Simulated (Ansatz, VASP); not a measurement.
BaSi2C2 in VASP and in Ansatz

```
Ba Si C
1.0
     3.08093   -3.97374    0.00000
     3.08093    3.97374    0.00000
     0.00000    0.00000    4.03408
Ba Si C
1 2 2
Direct
  0.50000 0.50000 0.00000
  0.14644 0.85356 0.50000
  0.85356 0.14644 0.50000
  0.00000 0.50000 0.50000
  0.50000 0.00000 0.50000
```

Alike in both runs: functional PBE; k mesh 8 × 8 × 10; occupations gaussian, width 0.1 eV; no spin polarisation.

Ansatz relaxed the structure, and its values are those at the end. VASP's run is a single point on that final structure, the one shown.

```csv
,VASP,Ansatz
version,VASP 6.6.1,Ansatz 0.2.0
potentials or method,"VASP PAW PBE potentials, release 64 (Ba_sv, Si, C), cutoff 520 eV","scalar-relativistic, plane waves, PAW"
valence electrons in the cell,26,26
```

Ansatz gave:

```
gap on the k mesh at the Fermi level (eV) : none
pressure (GPa)                            : 0.0
rms of the force components (eV/Å)        : 0.001
```

Problem. Which values does VASP return?

Solution. gap on the k mesh at the Fermi level (eV): none; pressure (GPa): 0.4; rms of the force components (eV/Å): 0.013.

A gap of «none» marks a metal or a gap that the smearing closes. With one functional, cell and mesh, what is left measures potentials, basis and numerics.

Neither program's run includes spin-orbit coupling.
